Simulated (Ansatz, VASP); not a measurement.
**One calculation of N, two programs**

```
N
1.0
     4.16720    0.00000    0.00000
    -2.08360    3.60890    0.00000
     0.00000    0.00000    7.00600
N
4
Direct
  0.33333 0.66667 0.35890
  0.33333 0.66667 0.17110
  0.66667 0.33333 0.82890
  0.66667 0.33333 0.67110
```

Alike in both runs: task single point; functional PBE; k mesh 4 × 4 × 2; no spin polarisation.

|  | VASP | Ansatz |
| --- | --- | --- |
| version | VASP 6.6.1 | Ansatz 0.2.0 |
| potentials or method | VASP PAW PBE potentials, release 64 (N) | plane waves, PAW |
| plane-wave cutoff (eV) | 520 | 420 |
| occupations | gaussian, width 0.01 eV | fixed |
| valence electrons in the cell | 20 | 20 |

Ansatz gave:

- gap on the k mesh at the Fermi level (eV): 5.42
- rms of the force components (eV/Å): 5.939

Q: Estimate VASP's values.

A: gap on the k mesh at the Fermi level (eV): 5.39; rms of the force components (eV/Å): 5.884.

Atom by atom the forces differ by 0.682 eV/Å (rms over components).

The k mesh is coarse, so the values compare programs but aren't converged. Noted on VASP's run: the standard files for N, O and F lose accuracy on very short bonds.
